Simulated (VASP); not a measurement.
Set up this calculation in VASP 6.6.1, as the native input.

* Task: relaxation of cell and atoms
* Functional: PBEsol
* Potentials or basis: VASP PAW PBE potentials, release 64 (Ti_sv, O)
* Cutoff: 600 eV
* k mesh: 6 × 6 × 8
* Occupations: gaussian, width 0.1 eV
* Spin: no spin polarisation
* Dipole correction: no
* Further INCAR settings: ALGO = Normal; EDIFF = 1e-06; IBRION = 2; EDIFFG = -0.01; NSW = 80; ISIF = 3

The structure of TiO lies in POSCAR:

```
TiO
1.0
    4.9890877720      0.0000000000      0.0000000000
   -2.4945438860      4.3206767523      0.0000000000
    0.0000000000      0.0000000000      2.8733134400
Ti O
3 3
Direct
    0.6666666667      0.3333333333      0.5000000000
    0.3333333333      0.6666666667      0.5000000000
    0.0000000000      0.0000000000      0.0000000000
    0.6055592400      0.6055592400      0.0000000000
    0.3944407600      0.0000000000      0.0000000000
    0.0000000000      0.3944407600      0.0000000000
```

The input as run:

INCAR

```
SYSTEM = TiO
  PREC = Accurate
  ENCUT = 600
  EDIFF = 1E-6
  ISMEAR = 0
  SIGMA = 0.1
  LREAL = .FALSE.
  LASPH = .TRUE.
  NELM = 100
  ALGO = Normal
  ISIF = 3
  LWAVE = .FALSE.
  LCHARG = .FALSE.
  GGA = PS
  IBRION = 2
  NSW = 80
  EDIFFG = -0.01
```

KPOINTS

```
regular mesh
0
G
  6 6 8
  0 0 0
```

Potentials or basis: VASP PAW PBE potentials, release 64 (Ti_sv, O).

Command:

```sh
$ cat potpaw_PBE.64/Ti_sv/POTCAR potpaw_PBE.64/O/POTCAR > POTCAR
$ mpirun -np 1 vasp_std > vasp.out
```

It gave:

* Relaxed volume: 10.08 Å³/atom
* Relaxed cell: a = 4.959 Å, b = 4.959 Å, c = 2.841 Å, α = 90.00°, β = 90.00°, γ = 120.00°
* Space group after relaxing (to 0.1 Å): P-62m (No. 189)
* Energy gained by relaxing: 4.1 meV/atom
* Ionic steps: 5
* Pressure after relaxing: 0.1 GPa
* Largest force after relaxing: 0.003 eV/Å
* Band gap on the k mesh: zero (bands 27 and 28 overlap by 1.53 eV)

Caveat: the PAW data sets were made with another functional, which shifts forces and pressure a little; semilocal functionals often make such compounds metallic where correlation or magnetic order opens a gap, which also shifts bond lengths.

Wall time 3.2 min on 1 thread of Intel(R) Xeon(R) Platinum 8488C (Sapphire Rapids), on a shared host, peak memory 0.23 GiB.
